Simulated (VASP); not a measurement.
# In4O5 (P1) in VASP: further runs

In4O5 is run at these levels: PBE; tasks: single point.

All numbers are computed with VASP 6.6.1; they aren't measurements. Logs are shortened: lines on timing, memory, paths and dates and some standing lists are left out, and cuts for length are marked.

### Step 1. The cell of the first run

The typed cell holds 9 atoms: a = 5.782 Å, b = 5.782 Å, c = 5.782 Å, α = 56.65°, β = 56.65°, γ = 56.65°.

### Step 2. Single point, PBE

Input file INCAR:

```
ALGO = Normal ; EDIFF = 1E-6
ENCUT = 520 ; GGA = PE
ISIF = 2 ; ISMEAR = 0
LASPH = T ; LCHARG = F
LREAL = F ; LWAVE = F
NBANDS = 51 ; NELM = 80
PREC = Accurate ; SIGMA = 0.01
```

Input file KPOINTS:

```
k-points
0
Gamma
  2 2 2
```

Input file POSCAR:

```
In4O5
1.0
    2.7435000000      1.5839600000      4.8366670000
   -2.7435000000      1.5839600000      4.8366670000
    0.0000000000     -3.1679210000      4.8366670000
In O
4 5
Direct
    0.3638220000      0.3531830000      0.3517750000
    0.1446400000      0.1456990000      0.1427710000
    0.6431650000      0.6340170000      0.6450530000
    0.8548550000      0.8580500000      0.8599180000
    0.5516270000      0.9533020000      0.2519650000
    0.9474860000      0.2410700000      0.5489890000
    0.2479580000      0.5438560000      0.9594030000
    0.4542070000      0.0509720000      0.7511570000
    0.0528960000      0.7510450000      0.4528560000
```

Potentials or basis: VASP PAW PBE potentials, release 64 (In_d, O).

Command:

```console
$ cat potpaw_PBE.64/In_d/POTCAR potpaw_PBE.64/O/POTCAR > POTCAR
$ mpirun -np 1 vasp_std > vasp.out
```

OUTCAR:

```text
EDIFF = 1E-6
   ENCUT = 520
   GGA = PE
   ISIF = 2
   ISMEAR = 0
   LASPH = T
   LREAL = F
   NELM = 80
   PREC = Accurate

 ion  position               nearest neighbor table
   1  0.364  0.353  0.352-   8 2.13   9 2.15   5 2.21   7 2.22   6 2.32   2 3.07   3 3.21   3 3.26
                             3 3.27   2 3.59   2 3.64   2 3.64   4 3.93   4 3.97   4 3.98   4 3.99
   2  0.145  0.146  0.143-   8 2.11   9 2.12   6 2.22   7 2.22   5 2.27   1 3.07   4 3.23   4 3.24
                             4 3.26   1 3.59   1 3.64   1 3.64   3 3.93   3 3.95   3 3.98   3 3.99
   3  0.643  0.634  0.645-   6 2.12   5 2.12   7 2.12   9 2.31   8 2.32   4 3.15   1 3.21   1 3.26
                             1 3.27   4 3.56   4 3.60   4 3.61   2 3.93   2 3.95   2 3.98   2 3.99
   4  0.855  0.858  0.860-   6 2.07   5 2.11   7 2.13   8 2.24   9 2.26   3 3.15   2 3.23   2 3.24
                             2 3.26   3 3.56   3 3.60   3 3.61   1 3.93   1 3.97   1 3.98   1 3.99
   5  0.552  0.953  0.252-   4 2.11   3 2.12   1 2.21   2 2.27
   6  0.947  0.241  0.549-   4 2.07   3 2.12   2 2.22   1 2.32
   7  0.248  0.544  0.959-   3 2.12   4 2.13   2 2.22   1 2.22
   8  0.454  0.051  0.751-   2 2.11   1 2.13   4 2.24   3 2.32
   9  0.053  0.751  0.453-   2 2.12   1 2.15   4 2.26   3 2.31

  LATTYP: Found a trigonal (rhomboedric) cell.
 ALAT       =     5.7817877167
 COS(alpha) =     0.5496858016

  Lattice vectors:

 A1 = (   2.7435000000,   1.5839600000,   4.8366670000)
 A2 = (  -2.7435000000,   1.5839600000,   4.8366670000)
 A3 = (   0.0000000000,  -3.1679210000,   4.8366670000)

Analysis of symmetry for initial positions (statically):
=====================================================================
 Subroutine PRICEL returns:
 Original cell was already a primitive cell.

 Routine SETGRP: Setting up the symmetry group for a
 trigonal (rhombohedral) supercell.

 Subroutine GETGRP returns: Found  1 space group operations
 (whereof  1 operations were pure point group operations)
 out of a pool of 12 trial point group operations.

The static configuration has the point symmetry C_1 .

Analysis of symmetry for dynamics (positions and initial velocities):
=====================================================================
 Subroutine PRICEL returns:
 Original cell was already a primitive cell.

 Routine SETGRP: Setting up the symmetry group for a
 trigonal (rhombohedral) supercell.

 Subroutine GETGRP returns: Found  1 space group operations
 (whereof  1 operations were pure point group operations)
 out of a pool of 12 trial point group operations.

The dynamic configuration has the point symmetry C_1 .

 Subroutine INISYM returns: Found  1 space group operations
 (whereof  1 operations are pure point group operations),
 and found     1 'primitive' translations

----------------------------------------------------------------------------------------

                                     Primitive cell

  volume of cell :     126.1092

  direct lattice vectors                    reciprocal lattice vectors
     2.743500000  1.583960000  4.836667000     0.182248952  0.105221490  0.068917990
    -2.743500000  1.583960000  4.836667000    -0.182248952  0.105221490  0.068917990
     0.000000000 -3.167921000  4.836667000     0.000000000 -0.210442980  0.068917968

  length of vectors
     5.781787717  5.781787717  5.781787884     0.221440583  0.221440583  0.221440589

  position of ions in fractional coordinates (direct lattice)
     0.363822000  0.353183000  0.351775000
     0.144640000  0.145699000  0.142771000
     0.643165000  0.634017000  0.645053000
     0.854855000  0.858050000  0.859918000
     0.551627000  0.953302000  0.251965000
     0.947486000  0.241070000  0.548989000
     0.247958000  0.543856000  0.959403000
     0.454207000  0.050972000  0.751157000
     0.052896000  0.751045000  0.452856000

  ion indices of the primitive-cell ions
   primitive index   ion index
                 1           1
                 2           2
                 3           3
                 4           4
                 5           5
                 6           6
                 7           7
                 8           8
                 9           9

----------------------------------------------------------------------------------------

 KPOINTS: k-points

Automatic generation of k-mesh.
 Grid dimensions read from file:
 generate k-points for:    2    2    2

 Generating k-lattice:

  Cartesian coordinates                     Fractional coordinates (reciprocal lattice)
     0.091124476  0.052610745  0.034458995     0.500000000 -0.000000000  0.000000000
    -0.091124476  0.052610745  0.034458995    -0.000000000  0.500000000  0.000000000
     0.000000000 -0.105221490  0.034458984     0.000000000  0.000000000  0.500000000

  Length of vectors
     0.110720292  0.110720292  0.110720294

  Shift w.r.t. Gamma in fractional coordinates (k-lattice)
     0.000000000  0.000000000  0.000000000

 Subroutine IBZKPT returns following result:
 ===========================================

 Found      8 irreducible k-points:

 Following reciprocal coordinates:
            Coordinates               Weight
  0.000000  0.000000  0.000000      1.000000
  0.500000 -0.000000  0.000000      1.000000
 -0.000000  0.500000  0.000000      1.000000
  0.000000  0.000000  0.500000      1.000000
  0.500000  0.500000  0.000000      1.000000
  0.500000  0.000000  0.500000      1.000000
  0.000000  0.500000  0.500000      1.000000
  0.500000  0.500000  0.500000      1.000000
   k-points           NKPTS =      8   k-points in BZ     NKDIM =      8   number of bands    NBANDS=     51
   number of dos      NEDOS =    301   number of ions     NIONS =      9
   total plane-waves  NPLWV = 110592
   dimension x,y,z NGX =    48 NGY =   48 NGZ =   48
   dimension x,y,z NGXF=    96 NGYF=   96 NGZF=   96
   ions per type =               4   5
   NGX,Y,Z   is equivalent  to a cutoff of  13.80, 13.80, 13.80 a.u.
   NGXF,Y,Z  is equivalent  to a cutoff of  27.60, 27.60, 27.60 a.u.
 SYSTEM =  unknown system
   PREC   = accura    normal or accurate (medium, high low for compatibility)
   ISTART =      0    job   : 0-new  1-cont  2-samecut
   ICHARG =      2    charge: 1-file 2-atom 10-const
   ISPIN  =      1    spin polarized calculation?
   LNONCOLLINEAR =      F non collinear calculations
   LSORBIT =      F    spin-orbit coupling
   LASPH  =      T    aspherical Exc in radial PAW
   ENCUT  =  520.0 eV  38.22 Ry    6.18 a.u.  10.75 10.75 10.75*2*pi/ulx,y,z
   NELM   =     80;   NELMIN=  2; NELMDL= -5     # of ELM steps
   EDIFF  = 0.1E-05   stopping-criterion for ELM
   LREAL  =      F    real-space projection
   EDIFFG = 0.1E-04   stopping-criterion for IOM
   NSW    =      0    number of steps for IOM
   IBRION =     -1    ionic relax: 0-MD 1-quasi-New 2-CG
   NFREE  =      0    steps in history (QN), initial steepest desc. (CG)
   ISIF   =      2    stress and relaxation
   ISYM   =      2    0-nonsym 1-usesym 2-fastsym
   POTIM  = 0.5000    time-step for ionic-motion
   TEBEG  =    0.0;   TEEND  =   0.0 temperature during run
   PSTRESS=    0.0 pullay stress
   NELECT =      82.0000    total number of electrons
   NUPDOWN=      -1.0000    fix difference up-down
   EMIN   =  10.00;   EMAX   =-10.00  energy-range for DOS
   EFERMI =   0.00;   METHOD = LEGACY
   ISMEAR =     0;   SIGMA  =   0.01  broadening in eV -4-tet -1-fermi 0-gaus
   EFERMI_NEDOS =   21; number of points for ismear=-14 and -15
   IALGO  =     38    algorithm
   IMIX   =      4    mixing-type and parameters
     AMIX     =   0.40;   BMIX     =  1.00
     AMIX_MAG =   1.60;   BMIX_MAG =  1.00
  volume/ion in A,a.u.               =      14.01        94.56
  Fermi-wavevector in a.u.,A,eV,Ry     =   1.418286  2.680172 27.368606  2.011536
  Thomas-Fermi vector in A             =   2.539428
   LORBIT       =      0    0 simple, 1 ext, 2 COOP (PROOUT), +10 PAW based schemes
   GGA     = PE    functional components
   LHFCALC =     F    Hartree Fock is set to
   AEXX    =    0.0000 exact exchange contribution
   IVDW    =     0    specifies the selected vdW correction
   LEPSILON=     F    determine dielectric tensor
   LRPA    =     F    only Hartree local field effects (RPA)
 non-spin polarized calculation
 Gauss-broadening in eV      SIGMA  =   0.01
  energy-cutoff  :      520.00
  volume of cell :      126.11
 maximum number of plane-waves:      3426
 NGX is ok and might be reduce to    48
   NGX = 21   NGY = 21   NGZ = 21

 number of electron      81.9999999 magnetization

 Free energy of the ion-electron system (eV)
  ---------------------------------------------------
  ext. energy  EPLUGINS =         0.00000000
  ---------------------------------------------------
  free energy    TOTEN  =       -46.02749295 eV

  energy without entropy =      -46.02749295  energy(sigma->0) =      -46.02749295

 E-fermi :   7.8800     XC(G=0): -10.9456

 val. band max:        7.8029726057   @ k =   0.5000   0.0000   0.5000
 cond. band min:       8.2800715015   @ k =   0.5000   0.5000   0.5000
 fundamental gap:      0.4770988958
 Fermi energy:         7.8799788068

 k-point     1 :       0.0000    0.0000    0.0000
  band No.  band energies     occupation
      1     -12.3434      2.00000
      2     -11.6288      2.00000
      3     -11.6096      2.00000
      4     -11.3216      2.00000
      5     -11.2262      2.00000
      6      -7.1642      2.00000
[... 43 lines left out ...]
     50      14.7605      0.00000
     51      14.9470      0.00000

 k-point     2 :       0.5000   -0.0000    0.0000
  band No.  band energies     occupation
      1     -11.9892      2.00000
      2     -11.7383      2.00000
      3     -11.6181      2.00000
      4     -11.4766      2.00000
      5     -11.3270      2.00000
      6      -7.1475      2.00000
[... 316 lines left out ...]
 k-point     8 :       0.5000    0.5000    0.5000
  band No.  band energies     occupation
      1     -12.0229      2.00000
      2     -11.6503      2.00000
      3     -11.6048      2.00000
      4     -11.5702      2.00000
      5     -11.3348      2.00000
      6      -7.1473      2.00000
[... 43 lines left out ...]
     50      14.4659      0.00000
     51      14.9872      0.00000

------------------------ aborting loop because EDIFF is reached ----------------------------------------

  FORCE on cell =-STRESS in cart. coord.  units (eV):
  Direction    XX          YY          ZZ          XY          YZ          ZX
  --------------------------------------------------------------------------------------
  -------------------------------------------------------------------------------------
  Total        5.8472056      7.2196525      6.4870100     -0.7951302     -0.6849037     -1.5255521
  in kB       74.2869016     91.7234064     82.4154139    -10.1018786     -8.7014850    -19.3816575
  external PRESSURE =      82.8085740 kB  Pullay stress =       0.0000000 kB

 VOLUME and BASIS-vectors are now :
 -----------------------------------------------------------------------------
  energy-cutoff  :      520.00
  volume of cell :      126.11
      direct lattice vectors                 reciprocal lattice vectors
     2.743500000  1.583960000  4.836667000     0.182248952  0.105221490  0.068917990
    -2.743500000  1.583960000  4.836667000    -0.182248952  0.105221490  0.068917990
     0.000000000 -3.167921000  4.836667000     0.000000000 -0.210442980  0.068917968

 POSITION                                       TOTAL-FORCE (eV/Angst)
 -----------------------------------------------------------------------------------
      0.02919      0.02131      5.16933         0.339202      0.873004      1.230992
     -0.00291      0.00760      2.09481        -1.174138     -0.132348     -1.111451
      0.02510     -0.02047      9.29721        -0.031149     -0.023511      0.588230
     -0.00877     -0.01098     12.44389         0.503866     -0.277518     -0.454432
     -1.10200      1.58554      8.49751         0.125418     -0.312423     -0.353048
      1.93805      0.14347      8.40393        -0.106832      0.404024      0.840640
     -0.81180     -1.78511      8.47005        -0.283757      0.320818     -0.059774
      1.10628     -1.57942      6.07648         0.385244     -0.221049     -0.316319
     -1.91537     -0.16120      6.07871         0.242145     -0.630997     -0.364838
 -----------------------------------------------------------------------------------
    total drift:                               -0.000106      0.000488      0.000436

  FREE ENERGIE OF THE ION-ELECTRON SYSTEM (eV)
  ---------------------------------------------------
  free  energy   TOTEN  =       -46.0274929483 eV

  energy  without entropy=      -46.0274929483  energy(sigma->0) =      -46.02749295
```

It took 2.3 min on 1 thread of Intel Xeon 8259CL, shared host; peak memory 0.32 GiB.

Results:

- Free energy: -46.0275 eV
- Pressure: 8.3 GPa
- Largest force: 1.622 eV/Å
- Band gap on the k mesh: 0.48 eV, indirect (least direct gap 0.75 eV)

Forces on the atoms (eV/Å):
```
In   0.339  0.873  1.231
In  -1.174 -0.132 -1.111
In  -0.031 -0.024  0.588
In   0.504 -0.278 -0.454
O    0.125 -0.312 -0.353
O   -0.107  0.404  0.841
O   -0.284  0.321 -0.060
O    0.385 -0.221 -0.316
O    0.242 -0.631 -0.365
```

Stress tensor (GPa, compression positive):
```
 7.43 -1.01 -1.94
-1.01  9.17 -0.87
-1.94 -0.87  8.24
```

Caveat: the k points lie up to 0.70 Å⁻¹ apart; spin-orbit coupling is left out, which moves the levels of the heavy elements; forces of over 1 eV/Å act on the atoms, so gaps and moduli don't describe the material at rest. A hybrid or GW would open this gap; PBE tends to underestimate it.

### Step 3. Single point, PBE

Input file INCAR:

```
ALGO = Normal
EDIFF = 1E-7
ENCUT = 520
GGA = PE
ISIF = 2
ISMEAR = -1
LASPH = True
LCHARG = False
LREAL = False
LWAVE = False
NBANDS = 51
NELM = 100
PREC = Accurate
SIGMA = 0.01
```

KPOINTS is that of step 2.

POSCAR is that of step 2.

Potentials or basis: VASP PAW PBE potentials, release 64 (In_d, O).

Command:

```console
$ cat potpaw_PBE.64/In_d/POTCAR potpaw_PBE.64/O/POTCAR > POTCAR
$ mpirun -np 1 vasp_std > vasp.out
```

Wall time 3.1 min (1 thread of Intel Xeon 8259CL, shared host); peak memory 0.32 GiB.

Results (log left out):

* Free energy: -46.0275 eV
* Pressure: 8.3 GPa
* Largest force: 1.622 eV/Å
* Band gap on the k mesh: 0.48 eV, indirect (least direct gap 0.75 eV)

Forces on the atoms (eV/Å):
```
In   0.339  0.873  1.231
In  -1.174 -0.132 -1.111
In  -0.031 -0.024  0.588
In   0.504 -0.278 -0.454
O    0.126 -0.313 -0.353
O   -0.107  0.404  0.841
O   -0.284  0.321 -0.060
O    0.385 -0.221 -0.317
O    0.242 -0.631 -0.365
```

Stress tensor (GPa, compression positive):
```
 7.44 -1.01 -1.94
-1.01  9.19 -0.87
-1.94 -0.87  8.25
```

Levels at points of the mesh, in eV from the valence-band top:
```csv
k point,band 39,band 40,band 41,band 42,band 43,band 44
"(0.00, 0.00, 0.00)",-2.85,-2.82,-2.76,1.85,2.33,3.40
"(0.50, 0.00, 0.00)",-3.15,-2.89,-0.38,0.53,1.95,2.27
"(0.00, 0.50, 0.00)",-3.01,-2.81,-0.51,0.91,2.37,2.89
"(0.00, 0.00, 0.50)",-2.98,-2.82,-0.51,0.89,2.40,2.97
"(0.50, 0.50, 0.00)",-3.04,-2.85,-0.02,0.78,2.14,2.82
"(0.50, 0.00, 0.50)",-3.00,-2.88,0.00,0.75,2.31,2.70
"(0.00, 0.50, 0.50)",-2.97,-2.89,-0.43,1.76,2.30,2.58
"(0.50, 0.50, 0.50)",-3.06,-2.91,-0.63,0.48,2.61,2.77
```

Caveat: the k points lie up to 0.70 Å⁻¹ apart; spin-orbit coupling is left out, which moves the levels of the heavy elements; forces of over 1 eV/Å act on the atoms, so gaps and moduli don't describe the material at rest. A k mesh can miss the band edges.
